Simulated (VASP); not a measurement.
Runs of VASP 6.6.1 on Ti. The structure is that of space group P6/mmm (No. 191), or close to it. The cells are those of the table. This isn't the form of Ti at room conditions, which is hcp.

```csv
task,level,potentials or basis,cell,cutoff (eV),gap on the mesh (eV),pressure (GPa),relaxed volume (Å³/atom)
relaxation of cell and atoms,LDA,"VASP PAW LDA potentials, release 64 (Ti_sv)","relaxed from a = 4.600, b = 4.600, c = 2.820 Å, angles 90.0, 90.0, 120.0°, 3 atoms",600,none,0.2,15.80
relaxation of cell and atoms,BLYP+D3(BJ),"VASP PAW PBE potentials, release 64 (Ti_sv)","relaxed from a = 4.600, b = 4.600, c = 2.820 Å, angles 90.0, 90.0, 120.0°, 3 atoms",600,none,0.2,(a)
relaxation of cell and atoms,PBEsol,"VASP PAW PBE potentials, release 64 (Ti_sv)","relaxed from a = 4.600, b = 4.600, c = 2.820 Å, angles 90.0, 90.0, 120.0°, 3 atoms",600,none,0.0,16.43
single point,LDA,"VASP PAW LDA potentials, release 64 (Ti_sv)","a = 4.450, b = 4.450, c = 2.770 Å, angles 90.0, 90.0, 120.0°, 3 atoms",520,none,-0.1,-
single point,PBEsol,"VASP PAW PBE potentials, release 64 (Ti_sv)","a = 4.514, b = 4.514, c = 2.798 Å, angles 90.0, 90.0, 120.0°, 3 atoms",520,none,-0.2,-
single point,BLYP+D3(BJ),"VASP PAW PBE potentials, release 64 (Ti_sv)","a = 4.405, b = 4.405, c = 2.744 Å, angles 90.0, 90.0, 120.0°, 3 atoms",520,none,-0.2,-
```

Alike in all rows: no spin polarisation; k mesh 7 × 7 × 10; smearing methfessel-paxton 0.1 eV.

Task: Fill in the values left out.

Result: (a) 15.32.

Caveats: the PAW data sets were made with another functional, which shifts forces and pressure a little (at least some runs); the dispersion term is far too large for a dense solid, which distorts pressure and volume (at least some runs).

A gap of «none» marks levels without a gap at the run's occupations.
